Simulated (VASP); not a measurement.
Write the native input for VASP 6.6.1 that does the following.

| Quantity | Value |
| --- | --- |
| Task | relaxation of shape and atoms at fixed volume |
| Functional | PBE |
| Potentials or basis | VASP PAW PBE potentials, release 64 (Zr_sv, B) |
| Cutoff | 600 eV |
| k mesh | 12 × 12 × 10 |
| Occupations | gaussian, width 0.05 eV |
| Spin | no spin polarisation |
| Dipole correction | no |
| Further INCAR settings | ALGO = Normal; EDIFF = 1e-06; IBRION = 2; EDIFFG = -0.01; NSW = 60; ISIF = 4 |

The structure of ZrB2 lies in POSCAR:

```
ZrB2
1.0
    3.2672480016      0.0000000000      0.0000000000
   -1.6336240008      2.8295197698      0.0000000000
    0.0000000000      0.0000000000      3.6707538262
Zr B
1 2
Direct
    0.0000000000      0.0000000000      0.0000000000
    0.3333333333      0.6666666667      0.5000000000
    0.6666666667      0.3333333333      0.5000000000
```

This cell differs from its parent crystal: volume scaled by 1.100.

These files were run (other wordings do the same):

INCAR

```
PREC     = Accurate       # precision mode
ENCUT    = 600            # plane-wave cutoff, eV
EDIFF    = 1E-6           # SCF threshold, eV
ISMEAR   = 0              # smearing method
SIGMA    = 0.05           # smearing width, eV
LREAL    = False          # projectors in reciprocal space
LASPH    = True           # aspherical terms in the spheres
NELM     = 80             # most SCF steps
ALGO     = Normal         # electronic algorithm
ISIF     = 4              # what is computed and relaxed
LWAVE    = False          # write WAVECAR
LCHARG   = False          # write CHGCAR
GGA      = PE             # functional
IBRION   = 2              # ionic algorithm
NSW      = 60             # ionic steps
EDIFFG   = -0.01          # ionic threshold
```

KPOINTS

```
regular mesh
0
Gamma
  12 12 10
```

Potentials or basis: VASP PAW PBE potentials, release 64 (Zr_sv, B).

Run with:

```bash
$ cat potpaw_PBE.64/Zr_sv/POTCAR potpaw_PBE.64/B/POTCAR > POTCAR
$ mpirun -np 1 vasp_std > vasp.out
```

It gave:

The energy gained by relaxing is 0.0 meV/atom, the ionic steps are 2 and the pressure after relaxing is -18.7 GPa. The band gap on the k mesh is zero (band 9 reaches 9.98 eV, above the bottom of band 10 at 8.94 eV).

Wall time 48 s on 1 thread of AMD EPYC 9R45 96-Core Processor (Zen 5), with other jobs on the host, peak memory 0.18 GiB.
